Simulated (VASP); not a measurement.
# Ca (Fm-3m) in VASP: further runs

The runs below take Ca through single point, with PBE.

Everything below comes from runs of VASP 6.6.1. Logs are shortened: lines on timing, memory, paths and dates and some standing lists are left out, and cuts for length are marked.

### Step 1. The cell of the first run

Symmetry: Fm-3m, No. 225, cubic system. The conventional cell has a = 5.525 Å, b = 5.525 Å, c = 5.525 Å, α = 90.00°, β = 90.00°, γ = 90.00°. Within 5.1 Å of Ca (site symmetry m-3m) lie 12 Ca at 3.91 Å.

### Step 2. Single point, PBE

INCAR reads:

```
ALGO = Normal ; EDIFF = 1E-6
ENCUT = 520 ; GGA = PE
ISIF = 2 ; ISMEAR = 1
LASPH = True ; LCHARG = True
LELF = True ; LREAL = False
LVHAR = True ; LWAVE = False
NBANDS = 11 ; NELM = 60
PREC = Accurate ; SIGMA = 0.01
```

KPOINTS reads:

```
k-points
0
Gamma
  10 10 10
```

POSCAR reads:

```
Ca
1.0
    0.0000000000      2.7627089163      2.7627089163
    2.7627089163      0.0000000000      2.7627089163
    2.7627089163      2.7627089163      0.0000000000
Ca
1
Direct
    0.0000000000      0.0000000000      0.0000000000
```

Potentials or basis: VASP PAW PBE potentials, release 64 (Ca_sv).

Started as:

```sh
> cat potpaw_PBE.64/Ca_sv/POTCAR > POTCAR
> mpirun -np 1 vasp_std > vasp.out
```

OUTCAR:

```text
EDIFF = 1E-6
   ENCUT = 520
   GGA = PE
   ISIF = 2
   ISMEAR = 1
   LASPH = True
   LREAL = False
   NELM = 60
   PREC = Accurate

 ion  position               nearest neighbor table
   1  0.000  0.000  0.000-

  LATTYP: Found a face centered cubic cell.
 ALAT       =     5.5254178326

  Lattice vectors:

 A1 = (   0.0000000000,   2.7627089163,   2.7627089163)
 A2 = (   2.7627089163,   0.0000000000,   2.7627089163)
 A3 = (   2.7627089163,   2.7627089163,   0.0000000000)

Analysis of symmetry for initial positions (statically):
=====================================================================
 Subroutine PRICEL returns:
 Original cell was already a primitive cell.

 Routine SETGRP: Setting up the symmetry group for a
 face centered cubic supercell.

 Subroutine GETGRP returns: Found 48 space group operations
 (whereof 48 operations were pure point group operations)
 out of a pool of 48 trial point group operations.

The static configuration has the point symmetry O_h .

Analysis of symmetry for dynamics (positions and initial velocities):
=====================================================================
 Subroutine PRICEL returns:
 Original cell was already a primitive cell.

 Routine SETGRP: Setting up the symmetry group for a
 face centered cubic supercell.

 Subroutine GETGRP returns: Found 48 space group operations
 (whereof 48 operations were pure point group operations)
 out of a pool of 48 trial point group operations.

The dynamic configuration has the point symmetry O_h .

 Subroutine INISYM returns: Found 48 space group operations
 (whereof 48 operations are pure point group operations),
 and found     1 'primitive' translations

----------------------------------------------------------------------------------------

                                     Primitive cell

  volume of cell :      42.1731

  direct lattice vectors                    reciprocal lattice vectors
     0.000000000  2.762708916  2.762708916    -0.180981788  0.180981788  0.180981788
     2.762708916  0.000000000  2.762708916     0.180981788 -0.180981788  0.180981788
     2.762708916  2.762708916  0.000000000     0.180981788  0.180981788 -0.180981788

  length of vectors
     3.907060418  3.907060418  3.907060418     0.313469652  0.313469652  0.313469652

  position of ions in fractional coordinates (direct lattice)
     0.000000000  0.000000000  0.000000000

  ion indices of the primitive-cell ions
   primitive index   ion index
                 1           1

----------------------------------------------------------------------------------------

 KPOINTS: k-points

Automatic generation of k-mesh.
 Grid dimensions read from file:
 generate k-points for:   10   10   10

 Generating k-lattice:

  Cartesian coordinates                     Fractional coordinates (reciprocal lattice)
    -0.018098179  0.018098179  0.018098179     0.100000000  0.000000000  0.000000000
     0.018098179 -0.018098179  0.018098179     0.000000000  0.100000000  0.000000000
     0.018098179  0.018098179 -0.018098179     0.000000000  0.000000000  0.100000000

  Length of vectors
     0.031346965  0.031346965  0.031346965

  Shift w.r.t. Gamma in fractional coordinates (k-lattice)
     0.000000000  0.000000000  0.000000000

 Subroutine IBZKPT returns following result:
 ===========================================

 Found     47 irreducible k-points:

 Following reciprocal coordinates:
            Coordinates               Weight
  0.000000  0.000000  0.000000      1.000000
  0.100000  0.000000  0.000000      8.000000
  0.200000  0.000000  0.000000      8.000000
  0.300000  0.000000  0.000000      8.000000
  0.400000  0.000000  0.000000      8.000000
  0.500000  0.000000  0.000000      4.000000
[... 16 lines left out ...]
  0.300000  0.300000  0.000000      6.000000
  0.400000  0.300000  0.000000     24.000000
 [... further k-points ...]
   k-points           NKPTS =     47   k-points in BZ     NKDIM =     47   number of bands    NBANDS=     11
   number of dos      NEDOS =    301   number of ions     NIONS =      1
   total plane-waves  NPLWV =  27000
   dimension x,y,z NGX =    30 NGY =   30 NGZ =   30
   dimension x,y,z NGXF=    60 NGYF=   60 NGZF=   60
   ions per type =               1
   NGX,Y,Z   is equivalent  to a cutoff of  12.77, 12.77, 12.77 a.u.
   NGXF,Y,Z  is equivalent  to a cutoff of  25.53, 25.53, 25.53 a.u.
 SYSTEM =  unknown system
   PREC   = accura    normal or accurate (medium, high low for compatibility)
   ISTART =      0    job   : 0-new  1-cont  2-samecut
   ICHARG =      2    charge: 1-file 2-atom 10-const
   ISPIN  =      1    spin polarized calculation?
   LNONCOLLINEAR =      F non collinear calculations
   LSORBIT =      F    spin-orbit coupling
   LASPH  =      T    aspherical Exc in radial PAW
   ENCUT  =  520.0 eV  38.22 Ry    6.18 a.u.   7.26  7.26  7.26*2*pi/ulx,y,z
   NELM   =     60;   NELMIN=  2; NELMDL= -5     # of ELM steps
   EDIFF  = 0.1E-05   stopping-criterion for ELM
   LREAL  =      F    real-space projection
   EDIFFG = 0.1E-04   stopping-criterion for IOM
   NSW    =      0    number of steps for IOM
   IBRION =     -1    ionic relax: 0-MD 1-quasi-New 2-CG
   NFREE  =      0    steps in history (QN), initial steepest desc. (CG)
   ISIF   =      2    stress and relaxation
   ISYM   =      2    0-nonsym 1-usesym 2-fastsym
   POTIM  = 0.5000    time-step for ionic-motion
   TEBEG  =    0.0;   TEEND  =   0.0 temperature during run
   PSTRESS=    0.0 pullay stress
   NELECT =      10.0000    total number of electrons
   NUPDOWN=      -1.0000    fix difference up-down
   EMIN   =  10.00;   EMAX   =-10.00  energy-range for DOS
   EFERMI =   0.00;   METHOD = LEGACY
   ISMEAR =     1;   SIGMA  =   0.01  broadening in eV -4-tet -1-fermi 0-gaus
   EFERMI_NEDOS =   21; number of points for ismear=-14 and -15
   IALGO  =     38    algorithm
   IMIX   =      4    mixing-type and parameters
     AMIX     =   0.40;   BMIX     =  1.00
     AMIX_MAG =   1.60;   BMIX_MAG =  1.00
  volume/ion in A,a.u.               =      42.17       284.60
  Fermi-wavevector in a.u.,A,eV,Ry     =   1.013281  1.914823 13.969611  1.026737
  Thomas-Fermi vector in A             =   2.146440
   LORBIT       =      0    0 simple, 1 ext, 2 COOP (PROOUT), +10 PAW based schemes
   GGA     = PE    functional components
   LHFCALC =     F    Hartree Fock is set to
   AEXX    =    0.0000 exact exchange contribution
   IVDW    =     0    specifies the selected vdW correction
   LEPSILON=     F    determine dielectric tensor
   LRPA    =     F    only Hartree local field effects (RPA)
 non-spin polarized calculation
 Methfessel and Paxton  Order N= 1 SIGMA  =   0.01
  energy-cutoff  :      520.00
  volume of cell :       42.17
 maximum number of plane-waves:      1158
 NGX is ok and might be reduce to    30
   NGX = 15   NGY = 15   NGZ = 15

 number of electron      10.0000001 magnetization

 Free energy of the ion-electron system (eV)
  ---------------------------------------------------
  ext. energy  EPLUGINS =         0.00000000
  ---------------------------------------------------
  free energy    TOTEN  =        -1.93109430 eV

  energy without entropy =       -1.93103991  energy(sigma->0) =       -1.93107617

 E-fermi :   1.9788     XC(G=0):  -7.7393

 val. band max:        1.9569561613   @ k =  -0.4000   0.3000   0.0000
 cond. band min:       1.9808505787   @ k =  -0.3000   0.4000   0.1000
 fundamental gap:      0.0238944174
 Fermi energy:         1.9787828268

 k-point     1 :       0.0000    0.0000    0.0000
  band No.  band energies     occupation
      1     -40.0667      2.00000
      2     -20.9828      2.00000
      3     -20.9828      2.00000
      4     -20.9828      2.00000
      5      -2.0651      2.00000
      6       4.2934      0.00000
      7       4.2934      0.00000
      8       4.2934      0.00000
      9       5.3623      0.00000
     10       5.3623      0.00000
     11      11.0834      0.00000

 k-point     2 :       0.1000    0.0000    0.0000
  band No.  band energies     occupation
      1     -40.0654      2.00000
      2     -20.9963      2.00000
      3     -20.9847      2.00000
      4     -20.9847      2.00000
      5      -1.8944      2.00000
      6       4.1125      0.00000
      7       4.3558      0.00000
      8       4.3558      0.00000
      9       5.3099      0.00000
     10       5.3099      0.00000
     11      11.2540      0.00000

 k-point     3 :       0.2000    0.0000    0.0000
  band No.  band energies     occupation
      1     -40.0620      2.00000
      2     -21.0311      2.00000
      3     -20.9895      2.00000
      4     -20.9895      2.00000
      5      -1.3991      2.00000
      6       3.6595      0.00000
      7       4.4439      0.00000
      8       4.4439      0.00000
      9       5.2869      0.00000
     10       5.2869      0.00000
     11      10.1308      0.00000

 k-point     4 :       0.3000    0.0000    0.0000
  band No.  band energies     occupation
      1     -40.0578      2.00000
      2     -21.0739      2.00000
      3     -20.9954      2.00000
      4     -20.9954      2.00000
      5      -0.6332      2.00000
      6       3.0664      0.00000
      7       4.3703      0.00000
      8       4.3703      0.00000
      9       5.5258      0.00000
     10       5.5258      0.00000
     11       8.6434      0.00000
[... 239 lines left out ...]
 k-point    22 :      -0.2000    0.2000    0.0000
  band No.  band energies     occupation
      1     -40.0564      2.00000
      2     -21.0672      2.00000
      3     -21.0214      2.00000
      4     -20.9948      2.00000
      5      -0.3756      2.00000
      6       3.1732      0.00000
      7       3.8879      0.00000
      8       4.7490      0.00000
      9       4.9650      0.00000
     10       5.9899      0.00000
     11       9.0836      0.00000

 k-point    23 :       0.3000    0.3000    0.0000
  band No.  band energies     occupation
      1     -40.0549      2.00000
      2     -21.0697      2.00000
      3     -21.0160      2.00000
      4     -21.0160      2.00000
      5      -0.1942      2.00000
      6       3.0264      0.00000
      7       3.8203      0.00000
      8       5.1430      0.00000
      9       5.1430      0.00000
     10       5.7912      0.00000
     11      10.0013      0.00000

 k-point    24 :       0.4000    0.3000    0.0000
  band No.  band energies     occupation
      1     -40.0522      2.00000
      2     -21.0882      2.00000
      3     -21.0260      2.00000
      4     -21.0217      2.00000
      5       0.4559      2.00000
      6       2.7974      0.00000
      7       3.4539      0.00000
      8       5.2537      0.00000
      9       5.5603      0.00000
     10       5.9968      0.00000
     11       8.5959      0.00000

 [... further k-points ...]

------------------------ aborting loop because EDIFF is reached ----------------------------------------

  FORCE on cell =-STRESS in cart. coord.  units (eV):
  Direction    XX          YY          ZZ          XY          YZ          ZX
  --------------------------------------------------------------------------------------
  -------------------------------------------------------------------------------------
  Total        0.0054654      0.0054654      0.0054654      0.0000000      0.0000000      0.0000000
  in kB        0.2076330      0.2076330      0.2076330      0.0000000      0.0000000      0.0000000
  external PRESSURE =       0.2076330 kB  Pullay stress =       0.0000000 kB

 VOLUME and BASIS-vectors are now :
 -----------------------------------------------------------------------------
  energy-cutoff  :      520.00
  volume of cell :       42.17
      direct lattice vectors                 reciprocal lattice vectors
     0.000000000  2.762708916  2.762708916    -0.180981788  0.180981788  0.180981788
     2.762708916  0.000000000  2.762708916     0.180981788 -0.180981788  0.180981788
     2.762708916  2.762708916  0.000000000     0.180981788  0.180981788 -0.180981788

 POSITION                                       TOTAL-FORCE (eV/Angst)
 -----------------------------------------------------------------------------------
      0.00000      0.00000      0.00000         0.000000      0.000000      0.000000
 -----------------------------------------------------------------------------------
    total drift:                               -0.000000     -0.000000      0.000000

  FREE ENERGIE OF THE ION-ELECTRON SYSTEM (eV)
  ---------------------------------------------------
  free  energy   TOTEN  =        -1.9310943048 eV

  energy  without entropy=       -1.9310399085  energy(sigma->0) =       -1.93107617
```

It took 24 s on 1 thread of Intel Xeon 8259CL, shared host; peak memory 0.17 GiB.

What came out:

```
Free energy            : -1.9311 eV
Pressure               : 0.0 GPa
Band gap on the k mesh : zero (bands 5 and 6 overlap by 0.27 eV)
```

### Step 3. Single point, PBE

INCAR reads:

```
SYSTEM = Ca
PREC = Accurate
ENCUT = 520
EDIFF = 1E-6
ISMEAR = 1
SIGMA = 0.03
LREAL = .False.
LASPH = .True.
NELM = 60
ALGO = Normal
ISIF = 2
LWAVE = .False.
LCHARG = .True.
GGA = PE
LELF = .True.
LVHAR = .True.
NBANDS = 11
```

KPOINTS reads:

```
Automatic mesh
0
Gamma
  10 10 10
  0 0 0
```

POSCAR is that of step 2.

Potentials or basis: VASP PAW PBE potentials, release 64 (Ca_sv).

Started as:

```sh
> cat potpaw_PBE.64/Ca_sv/POTCAR > POTCAR
> mpirun -np 1 vasp_std > vasp.out
```

OUTCAR:

```text
SYSTEM = Ca
   PREC = Accurate
   ENCUT = 520
   EDIFF = 1E-6
   ISMEAR = 1
   LREAL = .False.
   LASPH = .True.
   NELM = 60
   ISIF = 2
   GGA = PE

 ion  position               nearest neighbor table
   1  0.000  0.000  0.000-

  LATTYP: Found a face centered cubic cell.
 ALAT       =     5.5254178326

  Lattice vectors:

 A1 = (   0.0000000000,   2.7627089163,   2.7627089163)
 A2 = (   2.7627089163,   0.0000000000,   2.7627089163)
 A3 = (   2.7627089163,   2.7627089163,   0.0000000000)

Analysis of symmetry for initial positions (statically):
=====================================================================
 Subroutine PRICEL returns:
 Original cell was already a primitive cell.

 Routine SETGRP: Setting up the symmetry group for a
 face centered cubic supercell.

 Subroutine GETGRP returns: Found 48 space group operations
 (whereof 48 operations were pure point group operations)
 out of a pool of 48 trial point group operations.

The static configuration has the point symmetry O_h .

Analysis of symmetry for dynamics (positions and initial velocities):
=====================================================================
 Subroutine PRICEL returns:
 Original cell was already a primitive cell.

 Routine SETGRP: Setting up the symmetry group for a
 face centered cubic supercell.

 Subroutine GETGRP returns: Found 48 space group operations
 (whereof 48 operations were pure point group operations)
 out of a pool of 48 trial point group operations.

The dynamic configuration has the point symmetry O_h .

 Subroutine INISYM returns: Found 48 space group operations
 (whereof 48 operations are pure point group operations),
 and found     1 'primitive' translations

----------------------------------------------------------------------------------------

                                     Primitive cell

  volume of cell :      42.1731

[... 111 lines left out ...]
   GGA     = PE    functional components
   LHFCALC =     F    Hartree Fock is set to
   AEXX    =    0.0000 exact exchange contribution
   IVDW    =     0    specifies the selected vdW correction
   LEPSILON=     F    determine dielectric tensor
   LRPA    =     F    only Hartree local field effects (RPA)
 non-spin polarized calculation
 Methfessel and Paxton  Order N= 1 SIGMA  =   0.03
  energy-cutoff  :      520.00
  volume of cell :       42.17
 maximum number of plane-waves:      1158
 NGX is ok and might be reduce to    30
   NGX = 15   NGY = 15   NGZ = 15

 number of electron      10.0000001 magnetization

 Free energy of the ion-electron system (eV)
  ---------------------------------------------------
  ext. energy  EPLUGINS =         0.00000000
  ---------------------------------------------------
  free energy    TOTEN  =        -1.93117073 eV

  energy without entropy =       -1.93102654  energy(sigma->0) =       -1.93112267

 E-fermi :   1.9763     XC(G=0):  -7.7394

 val. band max:        1.9569147589   @ k =  -0.4000   0.3000   0.0000
 cond. band min:       1.9808072451   @ k =  -0.3000   0.4000   0.1000
 fundamental gap:      0.0238924862
 Fermi energy:         1.9762780589

 k-point     1 :       0.0000    0.0000    0.0000
  band No.  band energies     occupation
      1     -40.0669      2.00000
      2     -20.9830      2.00000
      3     -20.9830      2.00000
      4     -20.9830      2.00000
      5      -2.0651      2.00000
      6       4.2933      0.00000
      7       4.2933      0.00000
      8       4.2933      0.00000
      9       5.3622      0.00000
     10       5.3622      0.00000
     11      11.0834      0.00000
[... 309 lines left out ...]
 k-point    24 :       0.4000    0.3000    0.0000
  band No.  band energies     occupation
      1     -40.0524      2.00000
      2     -21.0883      2.00000
      3     -21.0262      2.00000
      4     -21.0219      2.00000
      5       0.4559      2.00000
      6       2.7973      0.00000
      7       3.4538      0.00000
      8       5.2536      0.00000
      9       5.5602      0.00000
     10       5.9967      0.00000
     11       8.5958      0.00000

 [... further k-points ...]

------------------------ aborting loop because EDIFF is reached ----------------------------------------

  FORCE on cell =-STRESS in cart. coord.  units (eV):
  Direction    XX          YY          ZZ          XY          YZ          ZX
  --------------------------------------------------------------------------------------
  -------------------------------------------------------------------------------------
  Total        0.0060468      0.0060468      0.0060468      0.0000000      0.0000000      0.0000000
  in kB        0.2297192      0.2297192      0.2297192      0.0000000      0.0000000      0.0000000
  external PRESSURE =       0.2297192 kB  Pullay stress =       0.0000000 kB

 VOLUME and BASIS-vectors are now :
 -----------------------------------------------------------------------------
  energy-cutoff  :      520.00
  volume of cell :       42.17
      direct lattice vectors                 reciprocal lattice vectors
     0.000000000  2.762708916  2.762708916    -0.180981788  0.180981788  0.180981788
     2.762708916  0.000000000  2.762708916     0.180981788 -0.180981788  0.180981788
     2.762708916  2.762708916  0.000000000     0.180981788  0.180981788 -0.180981788

 POSITION                                       TOTAL-FORCE (eV/Angst)
 -----------------------------------------------------------------------------------
      0.00000      0.00000      0.00000        -0.000000     -0.000000     -0.000000
 -----------------------------------------------------------------------------------
    total drift:                               -0.000000     -0.000000      0.000000

  FREE ENERGIE OF THE ION-ELECTRON SYSTEM (eV)
  ---------------------------------------------------
  free  energy   TOTEN  =        -1.9311707333 eV

  energy  without entropy=       -1.9310265421  energy(sigma->0) =       -1.93112267
```

stdout:

```text
POSCAR found type information on POSCAR Ca
 POSCAR found :  1 types and       1 ions
 scaLAPACK will be used
 LDA part: xc-table for (Slater+PW92), standard interpolation
 POSCAR, INCAR and KPOINTS ok, starting setup
 FFT: planning ... GRIDC
 FFT: planning ... GRID_SOFT
 FFT: planning ... GRID
 WAVECAR not read
 entering main loop
```

Wall time 21 s (1 thread of Intel Xeon 8259CL, shared host); peak memory 0.18 GiB.

What came out:

| Property | Result |
| --- | --- |
| Free energy | -1.9312 eV |
| Pressure | 0.0 GPa |
| Band gap on the k mesh | zero (bands 5 and 6 overlap by 0.27 eV) |
